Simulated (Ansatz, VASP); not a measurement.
**Two plane-wave programs on CoH**

The input INCAR:

```
SYSTEM = CoH
ALGO = Normal
EDIFF = 1E-6
ENCUT = 520
ISIF = 2
ISMEAR = -1
ISPIN = 2
LASPH = .TRUE.
LCHARG = .TRUE.
LELF = .TRUE.
LMAXMIX = 4
LORBIT = 11
LREAL = .FALSE.
LVHAR = .TRUE.
LWAVE = .FALSE.
MAGMOM = 2 0
NBANDS = 16
NELM = 150
PREC = Accurate
SIGMA = 0.05
```

File KPOINTS:

```
k-points
0
G
  13 13 13
  0 0 0
```

The input POSCAR:

```
CoH
1.0
    0.0000000000      1.8429617100      1.8429617100
    1.8429617100      0.0000000000      1.8429617100
    1.8429617100      1.8429617100      0.0000000000
Co H
1 1
Direct
    0.0000000000      0.0000000000      0.0000000000
    0.5000000000      0.5000000000      0.5000000000
```

Input for Ansatz:

```yaml
crystal:
  lattice:
    - [0.0, 1.84296171, 1.84296171]
    - [1.84296171, 0.0, 1.84296171]
    - [1.84296171, 1.84296171, 0.0]
  atoms:
    - { symbol: Co, position: [0.0, 0.0, 0.0], spin: 2.0 }
    - { symbol: H, position: [0.5, 0.5, 0.5] }
magnetization:
  spin_polarized: true
kpoints:
  mp_grid: { grid: [13, 13, 13] }
scf:
  occupations: { method: fermi_dirac, width: 0.05 }
  lower_state_search: "off"
hamiltonian:
  xc: lda
  pseudopotentials: { kind: paw }
output:
  forces: true
  stress: true
  eigenvalues: true
  write_density: true
  write_potential: true
  elf: true
  volumetric_format: npy
```

Alike in both runs: task single point; functional LDA; k mesh 13 × 13 × 13; occupations fermi-dirac, width 0.05 eV; collinear spin.

|  | VASP | Ansatz |
| --- | --- | --- |
| version | VASP 6.6.1 | Ansatz 0.2.0 |
| potentials or method | VASP PAW LDA potentials, release 64 (Co, H) | PAW with Ansatz's default frozen-core files, scalar-relativistic |
| plane-wave cutoff (eV) | 520 | 420 |
| valence electrons in the cell | 10 | 18 |

VASP gave:

* pressure (GPa): -13.9
* net moment per atom (μB): 0.54
* size of the moment on the site where the two differ most (μB): 1.10

**Question.** Estimate Ansatz's values.

**Answer.** Pressure (GPa): -13.6; net moment per atom (μB): 0.56; size of the moment on the site where the two differ most (μB): 1.09.

LDA's correlation is that of Perdew and Zunger in VASP and of Perdew and Wang (1992) in Ansatz. Site moments also hang on the region over which each program counts them. VASP's potentials hold 10 valence electrons a cell and Ansatz's 18, so a difference there can come from the potentials and not from the codes.
